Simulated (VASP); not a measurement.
# TiPd3 in VASP: a series of runs, part 2 of 2

VASP 6.6.1. Earlier steps stand in the parts before.

**3. Single point, LDA (equal xx and yy strain of +2 %)**

Contents of INCAR:

```
SYSTEM = TiPd3
  PREC = Accurate
  ENCUT = 520
  EDIFF = 1E-6
  ISMEAR = -1
  SIGMA = 0.05
  LREAL = .False.
  LASPH = .True.
  NELM = 100
  ALGO = Normal
  ISIF = 2
  LWAVE = .False.
  LCHARG = .False.
  GGA = CA
  NBANDS = 29
```

Contents of KPOINTS:

```
Automatic mesh
0
Gamma
  11 11 11
  0 0 0
```

Contents of POSCAR:

```
TiPd3
1.0
    3.8964000000      0.0000000000      0.0000000000
    0.0000000000      3.8964000000      0.0000000000
    0.0000000000      0.0000000000      3.8200000000
Ti Pd
1 3
Direct
    0.0000000000      0.0000000000      0.0000000000
    0.0000000000      0.5000000000      0.5000000000
    0.5000000000      0.0000000000      0.5000000000
    0.5000000000      0.5000000000      0.0000000000
```

Potentials or basis: VASP PAW LDA potentials, release 64 (Ti_sv, Pd).

The run is started by

```sh
> cat potpaw_LDA.64/Ti_sv/POTCAR potpaw_LDA.64/Pd/POTCAR > POTCAR
> mpirun -np 1 vasp_std > vasp.out
```

OUTCAR:

```text
SYSTEM = TiPd3
   PREC = Accurate
   ENCUT = 520
   EDIFF = 1E-6
   ISMEAR = -1
   LREAL = .False.
   LASPH = .True.
   NELM = 100
   ISIF = 2
   GGA = CA

 ion  position               nearest neighbor table
   1  0.000  0.000  0.000-   2 2.73   3 2.73   2 2.73   3 2.73   2 2.73   2 2.73   3 2.73   3 2.73
                             4 2.76   4 2.76   4 2.76   4 2.76
   2  0.000  0.500  0.500-   1 2.73   4 2.73   1 2.73   4 2.73   1 2.73   1 2.73   4 2.73   4 2.73
                             3 2.76   3 2.76   3 2.76   3 2.76
   3  0.500  0.000  0.500-   1 2.73   4 2.73   1 2.73   4 2.73   4 2.73   4 2.73   1 2.73   1 2.73
                             2 2.76   2 2.76   2 2.76   2 2.76
   4  0.500  0.500  0.000-   2 2.73   3 2.73   2 2.73   3 2.73   3 2.73   3 2.73   2 2.73   2 2.73
                             1 2.76   1 2.76   1 2.76   1 2.76

  LATTYP: Found a simple tetragonal cell.
 ALAT       =     3.8964000000
 C/A-ratio  =     0.9803921569

  Lattice vectors:

 A1 = (   3.8964000000,   0.0000000000,   0.0000000000)
 A2 = (   0.0000000000,   3.8964000000,   0.0000000000)
 A3 = (   0.0000000000,   0.0000000000,   3.8200000000)

Analysis of symmetry for initial positions (statically):
=====================================================================
 Subroutine PRICEL returns:
 Original cell was already a primitive cell.

 Routine SETGRP: Setting up the symmetry group for a
 simple tetragonal supercell.

 Subroutine GETGRP returns: Found 16 space group operations
 (whereof 16 operations were pure point group operations)
 out of a pool of 16 trial point group operations.

The static configuration has the point symmetry D_4h.

Analysis of symmetry for dynamics (positions and initial velocities):
=====================================================================
 Subroutine PRICEL returns:
 Original cell was already a primitive cell.

 Routine SETGRP: Setting up the symmetry group for a
 simple tetragonal supercell.
[... 126 lines left out ...]
   IALGO  =     38    algorithm
   IMIX   =      4    mixing-type and parameters
     AMIX     =   0.40;   BMIX     =  1.00
     AMIX_MAG =   1.60;   BMIX_MAG =  1.00
  volume/ion in A,a.u.               =      14.50        97.84
  Fermi-wavevector in a.u.,A,eV,Ry     =   1.470148  2.778177 29.406758  2.161336
  Thomas-Fermi vector in A             =   2.585440
   LORBIT       =      0    0 simple, 1 ext, 2 COOP (PROOUT), +10 PAW based schemes
   GGA     = CA    functional components
   LHFCALC =     F    Hartree Fock is set to
   AEXX    =    0.0000 exact exchange contribution
   IVDW    =     0    specifies the selected vdW correction
   LEPSILON=     F    determine dielectric tensor
   LRPA    =     F    only Hartree local field effects (RPA)
 non-spin polarized calculation
  energy-cutoff  :      520.00
  volume of cell :       57.99
 maximum number of plane-waves:      1582
 NGX is ok and might be reduce to    30
   NGX = 15   NGY = 15   NGZ = 15

 number of electron      42.0000021 magnetization

 Free energy of the ion-electron system (eV)
  ---------------------------------------------------
  ext. energy  EPLUGINS =         0.00000000
  ---------------------------------------------------
  free energy    TOTEN  =       -30.77999441 eV

  energy without entropy =      -30.76741916  energy(sigma->0) =      -30.77370679

 E-fermi :  10.8971     XC(G=0): -13.3995

 val. band max:       10.8542477402   @ k =   0.0909   0.0909   0.4545
 cond. band min:      10.8985931900   @ k =   0.4545   0.0909   0.0000
 fundamental gap:      0.0443454498
 Fermi energy:        10.8970991215

 k-point     1 :       0.0000    0.0000    0.0000
  band No.  band energies     occupation
      1     -46.5725      2.00000
      2     -23.1712      2.00000
      3     -23.1712      2.00000
      4     -23.1635      2.00000
      5       2.8127      2.00000
      6       4.5332      2.00000
[... 757 lines left out ...]
     28      15.1791      0.00000
     29      20.7240      0.00000

 [... further k-points ...]

------------------------ aborting loop because EDIFF is reached ----------------------------------------

  FORCE on cell =-STRESS in cart. coord.  units (eV):
  Direction    XX          YY          ZZ          XY          YZ          ZX
  --------------------------------------------------------------------------------------
  -------------------------------------------------------------------------------------
  Total       -2.4466553     -2.4466553     -1.4548439      0.0000000      0.0000000      0.0000000
  in kB      -67.5916329    -67.5916329    -40.1917168      0.0000000      0.0000000      0.0000000
  external PRESSURE =     -58.4583276 kB  Pullay stress =       0.0000000 kB

 VOLUME and BASIS-vectors are now :
 -----------------------------------------------------------------------------
  energy-cutoff  :      520.00
  volume of cell :       57.99
      direct lattice vectors                 reciprocal lattice vectors
     3.896400000  0.000000000  0.000000000     0.256647161  0.000000000  0.000000000
     0.000000000  3.896400000  0.000000000     0.000000000  0.256647161  0.000000000
     0.000000000  0.000000000  3.820000000     0.000000000  0.000000000  0.261780105

 POSITION                                       TOTAL-FORCE (eV/Angst)
 -----------------------------------------------------------------------------------
      0.00000      0.00000      0.00000         0.000000      0.000000      0.000000
      0.00000      1.94820      1.91000         0.000000      0.000000      0.000000
      1.94820      0.00000      1.91000         0.000000      0.000000      0.000000
      1.94820      1.94820      0.00000         0.000000      0.000000      0.000000
 -----------------------------------------------------------------------------------
    total drift:                                0.000000      0.000000     -0.000000

  FREE ENERGIE OF THE ION-ELECTRON SYSTEM (eV)
  ---------------------------------------------------
  free  energy   TOTEN  =       -30.7799944096 eV

  energy  without entropy=      -30.7674191636  energy(sigma->0) =      -30.77370679
```

OSZICAR:

```text
N       E                     dE             d eps       ncg     rms          rms(c)
DAV:   1     0.372420500379E+03    0.37242E+03   -0.20931E+04  7308   0.158E+03
DAV:   2    -0.117161987130E+02   -0.38414E+03   -0.36672E+03  7578   0.410E+02
DAV:   3    -0.336430285666E+02   -0.21927E+02   -0.21317E+02  8963   0.984E+01
DAV:   4    -0.343583499228E+02   -0.71532E+00   -0.71296E+00  9380   0.157E+01
DAV:   5    -0.343762875153E+02   -0.17938E-01   -0.17936E-01  8717   0.246E+00    0.164E+01
DAV:   6    -0.321563173437E+02    0.22200E+01   -0.12150E+01  7689   0.314E+01    0.141E+01
DAV:   7    -0.315399931032E+02    0.61632E+00   -0.20768E+01  8279   0.323E+01    0.724E+00
DAV:   8    -0.308170706763E+02    0.72292E+00   -0.10106E+00  7821   0.911E+00    0.253E+00
DAV:   9    -0.308125517843E+02    0.45189E-02   -0.42175E-01 10595   0.411E+00    0.162E+00
DAV:  10    -0.307814549536E+02    0.31097E-01   -0.88586E-02  8186   0.263E+00    0.376E-01
DAV:  11    -0.307806446694E+02    0.81028E-03   -0.25432E-03  8211   0.348E-01    0.240E-01
DAV:  12    -0.307802102203E+02    0.43445E-03   -0.63252E-04  8373   0.215E-01    0.135E-01
DAV:  13    -0.307799949099E+02    0.21531E-03   -0.61627E-04  8530   0.204E-01    0.181E-02
DAV:  14    -0.307799959896E+02   -0.10796E-05   -0.21535E-05  7981   0.351E-02    0.137E-02
DAV:  15    -0.307799946946E+02    0.12950E-05   -0.11271E-05  8158   0.251E-02    0.508E-03
DAV:  16    -0.307799944096E+02    0.28500E-06   -0.99200E-07  4133   0.917E-03
   1 F= -.30779994E+02 E0= -.30773707E+02  d E =-.125752E-01
```

Wall time 98 s (1 thread of Intel Xeon 6975P-C (Granite Rapids), shared host); peak memory 0.28 GiB.

What came out:

* Free energy: -30.7800 eV
* Pressure: -5.8 GPa
* Band gap on the k mesh: zero (bands 21 and 22 overlap by 1.27 eV)

Stress tensor (GPa, compression positive):
```
-6.76  0.00  0.00
 0.00 -6.76  0.00
 0.00  0.00 -4.02
```

Levels at points of the mesh, in eV from the Fermi level:
```
           k point  band 19  band 20  band 21  band 22  band 23  band 24
(0.00, 0.00, 0.00)    -0.56    -0.56     1.11     1.14     1.72     1.80
```

Caveat: the cell differs from its parent crystal (equal xx and yy strain of +2 %); the cell stands under tension.

**4. Single point, LDA (equal xy, yz and zx shear strains of -2 %)**

Contents of INCAR:

```
SYSTEM = TiPd3
ALGO = Normal
EDIFF = 1E-7
ENCUT = 520
ISIF = 2
ISMEAR = -1
LASPH = .True.
LCHARG = .False.
LREAL = .False.
LWAVE = .False.
NBANDS = 29
NELM = 80
PREC = Accurate
SIGMA = 0.05
```

Contents of KPOINTS:

```
k-points
0
Gamma
  11 11 11
  0 0 0
```

Contents of POSCAR:

```
TiPd3
1.0
    3.8200000000     -0.0382000000     -0.0382000000
   -0.0382000000      3.8200000000     -0.0382000000
   -0.0382000000     -0.0382000000      3.8200000000
Ti Pd
1 3
Direct
    0.0000000000      0.0000000000      0.0000000000
    0.0000000000      0.5000000000      0.5000000000
    0.5000000000      0.0000000000      0.5000000000
    0.5000000000      0.5000000000      0.0000000000
```

The run is started by

```sh
> cat potpaw_LDA.64/Ti_sv/POTCAR potpaw_LDA.64/Pd/POTCAR > POTCAR
> mpirun -np 1 vasp_std > vasp.out
```

Wall time 91 s (1 thread of Intel Xeon 6975P-C (Granite Rapids), shared host); peak memory 0.29 GiB.

The run converged. Its results:

| Item | Value |
| --- | --- |
| Free energy | -30.7803 eV |
| Pressure | 3.1 GPa |
| Band gap on the k mesh | zero (bands 21 and 22 overlap by 1.39 eV) |

Stress tensor (GPa, compression positive):
```
3.05 2.76 2.76
2.76 3.05 2.76
2.76 2.76 3.05
```

Levels at points of the mesh, in eV from the Fermi level:
```tsv
k point	band 18	band 19	band 20	band 21	band 22	band 23	band 24	band 25
(0.00, 0.00, 0.00)	-0.61	-0.61	-0.56	1.21	1.21	1.88	1.91	1.91
```

Caveat: the cell differs from its parent crystal (equal xy, yz and zx shear strains of -2 %); the cell stands under pressure.

**5. Overview**

```csv
cell,gap on the mesh (eV),pressure (GPa)
"a = 3.858, b = 3.858, c = 3.820 Å, 4 atoms",none,-1.8
"a = 3.896, b = 3.896, c = 3.820 Å, 4 atoms",none,-5.8
"a = 3.820 Å, angles 91.1°, 4 atoms",none,3.1
```

Alike in all rows: task single point; level LDA; potentials or basis VASP PAW LDA potentials, release 64 (Ti_sv, Pd); no spin polarisation; k mesh 11 × 11 × 11; cutoff (eV) 520; smearing fermi-dirac 0.05 eV.

Caveats: the cell stands under tension (at least some runs); the cell stands under pressure (at least some runs).

Total energies depend on the potentials used, so only differences within one code and one set of settings carry meaning.
